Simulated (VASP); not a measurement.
# CaAl15N15 (a cell with a defect) in VASP: further runs, part 2 of 3

VASP 6.6.1.

## Step 3: Single point, PBE

Contents of INCAR:

```
SYSTEM = CaAl15N15
PREC     = Accurate       ! precision mode
ENCUT    = 520            ! plane-wave cutoff, eV
EDIFF    = 1E-6           ! SCF threshold, eV
ISMEAR   = 0              ! smearing method
SIGMA    = 0.01           ! smearing width, eV
LREAL    = Auto         
LASPH    = .TRUE.         ! aspherical terms in the spheres
NELM     = 120            ! most SCF steps
ALGO     = Normal         ! electronic algorithm
ISIF     = 2              ! what is computed and relaxed
LWAVE    = .FALSE.        ! write WAVECAR
LCHARG   = .FALSE.        ! write CHGCAR
GGA      = PE             ! functional
NBANDS   = 86             ! bands
NELECT   = 128.0        
GGA_COMPAT= .FALSE.      
ISYM     = -1
```

Contents of KPOINTS:

```
explicit points
1
Reciprocal
  0.25000000   0.25000000   0.25000000 1
```

Contents of POSCAR:

```
CaAl15N15
1.0
    6.2595139102      0.0000000601      0.0000000000
   -3.1297570100      5.4208980298      0.0000000000
    0.0000000000      0.0000000000     10.0348065900
Al Ca N
15 1 15
Direct
    0.3313106834      0.1690501883      0.1789361277
    0.3295358089      0.1708765173      0.7628577216
    0.1563808398      0.3437710539      0.9971766163
    0.3350033733      0.6773965522      0.2477247519
    0.1437183931      0.7650168650      0.5165289466
    0.3345536918      0.6646566408      0.7546702418
    0.1542398658      0.8212585859      0.9976789330
    0.8225496870      0.1650619422      0.2475976296
    0.7345530902      0.3563073708      0.5164392576
    0.8355748333      0.1657723181      0.7546881513
    0.6789904426      0.3461175417      0.9977060602
    0.8295376776      0.6707144225      0.2502184410
    0.6612022058      0.8378921759      0.5051751083
    0.8270443063      0.6735238304      0.7529574277
    0.6633274035      0.8367394538      1.0023988718
    0.2089580364      0.2885119761      0.4786871960
    0.1631274400      0.3373686745      0.1941670614
    0.3297362133      0.1703923193      0.9578521330
    0.1677541010      0.3325258014      0.7020577833
    0.3450428860      0.6901698659      0.4339005170
    0.1590542089      0.8301271431      0.1893818009
    0.3313090325      0.6738080747      0.9422481129
    0.1685848596      0.8395872725      0.6939890447
    0.8080674598      0.1539307814      0.4337585060
    0.6701802660      0.3412395962      0.1892677348
    0.8261348625      0.1687714775      0.9423075844
    0.6609769178      0.3320959041      0.6940278857
    0.8317393338      0.6684795609      0.4442809854
    0.6660992967      0.8339227511      0.1897888078
    0.8276097324      0.6726999644      0.9389569204
    0.6647697207      0.8355467080      0.6921913299
```

Potentials or basis: VASP PAW PBE potentials, release 64 (Al, Ca_sv, N).

On the command line:

```
$ cat potpaw_PBE.64/Al/POTCAR potpaw_PBE.64/Ca_sv/POTCAR potpaw_PBE.64/N/POTCAR > POTCAR
$ mpirun -np 1 vasp_std > vasp.out
```

OUTCAR:

```text
SYSTEM = CaAl15N15
   PREC = Accurate
   ENCUT = 520
   EDIFF = 1E-6
   ISMEAR = 0
   LREAL = Auto
   LASPH = .TRUE.
   NELM = 120
   ISIF = 2
   GGA = PE
   NELECT = 128.0
   ISYM = -1

 ion  position               nearest neighbor table
   1  0.331  0.169  0.179-  17 1.83  25 1.84  21 1.84  18 2.22  11 2.62   7 2.62   3 2.63   8 3.16
                             4 3.17  12 3.21  12 3.21   4 3.24   8 3.25
   2  0.330  0.171  0.763-  19 1.86  23 1.92  27 1.93  18 1.96   3 3.01  11 3.02   7 3.02   6 3.08
                            10 3.08  16 3.13  14 3.13  14 3.13  10 3.18   6 3.19   9 3.31   5 3.31
   3  0.156  0.344  0.997-  22 1.87  26 1.87  18 1.92  17 1.98   1 2.63  10 2.99   6 2.99   7 3.00
                            11 3.00   2 3.01   8 3.10   4 3.10  15 3.13  15 3.13  11 3.26   7 3.26
   4  0.335  0.677  0.248-  20 1.87  21 1.88  29 1.89  17 1.92  15 3.04   8 3.05   7 3.07   3 3.10
                             5 3.11  12 3.12  13 3.13  12 3.14  16 3.16   1 3.17   8 3.21   1 3.24
   5  0.144  0.765  0.517-  20 1.76  23 1.83  28 1.88   9 2.56   6 2.88  14 2.96  13 3.04   4 3.11
                            16 3.12  12 3.19  16 3.23  13 3.27   2 3.31
   6  0.335  0.665  0.755-  19 1.88  22 1.88  31 1.90  23 1.95   5 2.88   3 2.99   7 3.05  14 3.06
                            15 3.06  13 3.07   2 3.08  10 3.12  10 3.14   2 3.19  14 3.20
   7  0.154  0.821  0.998-  22 1.85  30 1.87  21 1.92  18 1.93   1 2.62  11 2.97   3 3.00   2 3.02
                            14 3.03   6 3.05   4 3.07  12 3.09  15 3.12  15 3.14   3 3.26  11 3.29
   8  0.823  0.165  0.248-  24 1.87  25 1.88  29 1.89  17 1.92  15 3.04   4 3.05  11 3.07   3 3.10
                             9 3.11  12 3.12  13 3.13  12 3.14  16 3.16   1 3.16   4 3.21   1 3.25
   9  0.735  0.356  0.516-  24 1.76  27 1.83  28 1.88   5 2.56  10 2.88  14 2.96  13 3.04   8 3.11
                            16 3.12  12 3.19  16 3.23  13 3.27   2 3.31
  10  0.836  0.166  0.755-  19 1.88  26 1.88  31 1.90  27 1.95   9 2.88   3 2.99  11 3.05  14 3.05
                            15 3.06  13 3.07   2 3.08   6 3.12   6 3.14   2 3.18  14 3.21
  11  0.679  0.346  0.998-  26 1.85  30 1.87  25 1.92  18 1.94   1 2.62   7 2.97   3 3.00   2 3.02
                            14 3.03  10 3.05   8 3.07  12 3.09  15 3.12  15 3.14   3 3.26   7 3.29
  12  0.830  0.671  0.250-  29 1.87  21 1.89  25 1.89  28 1.95  15 3.07  11 3.09   7 3.09   8 3.12
                             4 3.12  13 3.14   4 3.14   8 3.14   9 3.19   5 3.19   1 3.21   1 3.21
  13  0.661  0.838  0.505-  20 1.86  24 1.86  31 1.88  28 1.94   5 3.04   9 3.04  14 3.06   6 3.07
                            10 3.07   4 3.13   8 3.13  12 3.14  16 3.18  16 3.19   9 3.27   5 3.27
  14  0.827  0.674  0.753-  31 1.86  30 1.87  27 1.94  23 1.94   5 2.96   9 2.96   7 3.03  11 3.03
                            10 3.05   6 3.06  13 3.06  15 3.07   2 3.13   2 3.13   6 3.20  10 3.21
  15  0.663  0.837  0.002-  29 1.88  30 1.89  26 1.90  22 1.90   8 3.04   4 3.04   6 3.06  10 3.06
                            14 3.07  12 3.07  11 3.12   7 3.12   3 3.13   3 3.13   7 3.14  11 3.14
  16  0.209  0.289  0.479-  24 2.26  20 2.26  19 2.29   5 3.12   9 3.12   2 3.13   8 3.16   4 3.16
                            13 3.18  13 3.19   9 3.23   5 3.23
  17  0.163  0.337  0.194-   1 1.83   4 1.92   8 1.92   3 1.98
  18  0.330  0.170  0.958-   3 1.92   7 1.93  11 1.94   2 1.96   1 2.22
  19  0.168  0.333  0.702-   2 1.86   6 1.88  10 1.88  16 2.29
  20  0.345  0.690  0.434-   5 1.76  13 1.86   4 1.87  16 2.26
  21  0.159  0.830  0.189-   1 1.84   4 1.88  12 1.89   7 1.92
  22  0.331  0.674  0.942-   7 1.85   3 1.87   6 1.88  15 1.90
  23  0.169  0.840  0.694-   5 1.83   2 1.92  14 1.94   6 1.95
  24  0.808  0.154  0.434-   9 1.76  13 1.86   8 1.87  16 2.26
  25  0.670  0.341  0.189-   1 1.84   8 1.88  12 1.89  11 1.92
  26  0.826  0.169  0.942-  11 1.85   3 1.87  10 1.88  15 1.90
  27  0.661  0.332  0.694-   9 1.83   2 1.93  14 1.94  10 1.95
  28  0.832  0.668  0.444-   9 1.88   5 1.88  13 1.94  12 1.95
  29  0.666  0.834  0.190-  12 1.87  15 1.88   8 1.89   4 1.89
  30  0.828  0.673  0.939-  14 1.87  11 1.87   7 1.87  15 1.89
  31  0.665  0.836  0.692-  14 1.86  13 1.88   6 1.90  10 1.90

IMPORTANT INFORMATION: All symmetrisations will be switched off!
NOSYMM: (Re-)initialisation of all symmetry stuff for point group C_1.

----------------------------------------------------------------------------------------

                                     Primitive cell

  volume of cell :     340.5029

[... 103 lines left out ...]
   NELM   =    120;   NELMIN=  2; NELMDL= -5     # of ELM steps
   EDIFF  = 0.1E-05   stopping-criterion for ELM
   LREAL  =      T    real-space projection
   EDIFFG = 0.1E-04   stopping-criterion for IOM
   NSW    =      0    number of steps for IOM
   IBRION =     -1    ionic relax: 0-MD 1-quasi-New 2-CG
   NFREE  =      0    steps in history (QN), initial steepest desc. (CG)
   ISIF   =      2    stress and relaxation
   ISYM   =     -1    0-nonsym 1-usesym 2-fastsym
   POTIM  = 0.5000    time-step for ionic-motion
   TEBEG  =    0.0;   TEEND  =   0.0 temperature during run
   PSTRESS=    0.0 pullay stress
   NELECT =     128.0000    total number of electrons
   NUPDOWN=      -1.0000    fix difference up-down
   EMIN   =  10.00;   EMAX   =-10.00  energy-range for DOS
   EFERMI =   0.00;   METHOD = LEGACY
   ISMEAR =     0;   SIGMA  =   0.01  broadening in eV -4-tet -1-fermi 0-gaus
   EFERMI_NEDOS =   21; number of points for ismear=-14 and -15
   IALGO  =     38    algorithm
   IMIX   =      4    mixing-type and parameters
     AMIX     =   0.40;   BMIX     =  1.00
     AMIX_MAG =   1.60;   BMIX_MAG =  1.00
  volume/ion in A,a.u.               =      10.98        74.12
  Fermi-wavevector in a.u.,A,eV,Ry     =   1.181511  2.232733 18.993310  1.395969
  Thomas-Fermi vector in A             =   2.317783
   LORBIT       =      0    0 simple, 1 ext, 2 COOP (PROOUT), +10 PAW based schemes
   GGA     = PE    functional components
   LHFCALC =     F    Hartree Fock is set to
   AEXX    =    0.0000 exact exchange contribution
   IVDW    =     0    specifies the selected vdW correction
   LEPSILON=     F    determine dielectric tensor
   LRPA    =     F    only Hartree local field effects (RPA)
 non-spin polarized calculation
 Gauss-broadening in eV      SIGMA  =   0.01
  energy-cutoff  :      520.00
  volume of cell :      340.50
 maximum number of plane-waves:      9148
 NGX is ok and might be reduce to    48
   NGX = 23   NGY = 23   NGZ = 37

 number of electron     128.0000003 magnetization

 Free energy of the ion-electron system (eV)
  ---------------------------------------------------
  ext. energy  EPLUGINS =         0.00000000
  ---------------------------------------------------
  free energy    TOTEN  =      -239.27257303 eV

  energy without entropy =     -239.27257303  energy(sigma->0) =     -239.27257303

 E-fermi :   5.8005     XC(G=0): -10.6641

 val. band max:        5.7204267440   @ k =   0.2500   0.2500   0.2500
 cond. band min:       8.3081568219   @ k =   0.2500   0.2500   0.2500
 fundamental gap:      2.5877300779
 Fermi energy:         5.8004764564

 k-point     1 :       0.2500    0.2500    0.2500
  band No.  band energies     occupation
      1     -32.7209      2.00000
      2     -13.9967      2.00000
      3     -13.9523      2.00000
      4     -13.7993      2.00000
      5      -8.7567      2.00000
      6      -8.4845      2.00000
[... 68 lines left out ...]
     75      12.3095      0.00000
     76      12.3968      0.00000
 [bands above 76 left out]

------------------------ aborting loop because EDIFF is reached ----------------------------------------

  FORCE on cell =-STRESS in cart. coord.  units (eV):
  Direction    XX          YY          ZZ          XY          YZ          ZX
  --------------------------------------------------------------------------------------
  -------------------------------------------------------------------------------------
  Total       -5.5219251    -11.8423693     -5.7773592     -5.4160520     -0.0045674      0.4948022
  in kB      -25.9824580    -55.7222095    -27.1843591    -25.4842910     -0.0214913      2.3282058
  external PRESSURE =     -36.2963422 kB  Pullay stress =       0.0000000 kB

 VOLUME and BASIS-vectors are now :
 -----------------------------------------------------------------------------
  energy-cutoff  :      520.00
  volume of cell :      340.50
      direct lattice vectors                 reciprocal lattice vectors
     6.259513910  0.000000060  0.000000000     0.159756813  0.092235641  0.000000000
    -3.129757010  5.420898030  0.000000000    -0.000000002  0.184471279  0.000000000
     0.000000000  0.000000000 10.034806590     0.000000000  0.000000000  0.099653141

 POSITION                                       TOTAL-FORCE (eV/Angst)
 -----------------------------------------------------------------------------------
      1.54476      0.91640      1.79559        -0.005733      0.005138     -0.000336
      1.52793      0.92630      7.65513         0.002440     -0.002067     -0.000733
     -0.09705      1.86355     10.00647         0.004511     -0.005677     -0.008216
     -0.02313      3.67210      2.48587        -0.001576     -0.002821     -0.001655
     -1.49471      4.14708      5.18327        -0.009514     -0.008413     -0.002689
      0.01393      3.60304      7.57297        -0.000081     -0.001057     -0.004276
[... 23 lines left out ...]
      3.07505      3.64664      9.42225         0.003864     -0.001369      0.000485
      1.54608      4.52941      6.94601        -0.003868      0.001037     -0.005890
 -----------------------------------------------------------------------------------
    total drift:                               -0.001300      0.003460     -0.002719

  FREE ENERGIE OF THE ION-ELECTRON SYSTEM (eV)
  ---------------------------------------------------
  free  energy   TOTEN  =      -239.2725730312 eV

  energy  without entropy=     -239.2725730312  energy(sigma->0) =     -239.27257303
```

Wall time 4.4 min (1 thread of AMD EPYC, shared host); peak memory 0.39 GiB.

Results:

| Item | Value |
| --- | --- |
| Free energy | -239.2726 eV |
| Largest force | 0.074 eV/Å |

Forces in eV/Å, atoms in the order of the input:
```
Al  -0.006  0.005  0.000
Al   0.002 -0.002 -0.001
Al   0.005 -0.006 -0.008
Al  -0.002 -0.003 -0.002
Al  -0.010 -0.008 -0.003
Al   0.000 -0.001 -0.004
Al  -0.002  0.004 -0.002
Al  -0.001  0.003 -0.004
Al   0.002  0.014 -0.004
Al   0.001  0.001 -0.002
Al  -0.001 -0.001  0.000
Al  -0.001 -0.001  0.002
Al   0.003 -0.003  0.004
Al   0.004 -0.003  0.008
Al   0.003  0.000  0.001
Ca   0.061 -0.035 -0.023
N   -0.005  0.003 -0.004
N   -0.002  0.001  0.001
N   -0.010  0.007  0.035
N   -0.006  0.045 -0.008
N    0.003 -0.005  0.003
N   -0.003  0.001  0.000
N    0.005 -0.004  0.010
N   -0.042 -0.017 -0.008
N    0.005  0.000  0.004
N   -0.002  0.002  0.000
N    0.006 -0.003  0.009
N   -0.009  0.005 -0.003
N   -0.002  0.001  0.005
N    0.004 -0.001  0.000
N   -0.004  0.001 -0.006
```

Levels at points of the mesh, in eV from the Fermi level:
```csv
k point,band 62,band 63,band 64,band 65,band 66,band 67
"(0.25, 0.25, 0.25)",-0.51,-0.43,-0.08,2.51,3.38,4.18
```

Caveat: the cell carries a net charge on a neutralising background, which shifts energy and pressure; the cell is charged against a uniform background, so pressure and absolute levels hang on convention.

(Continued in part 3 of 3.)
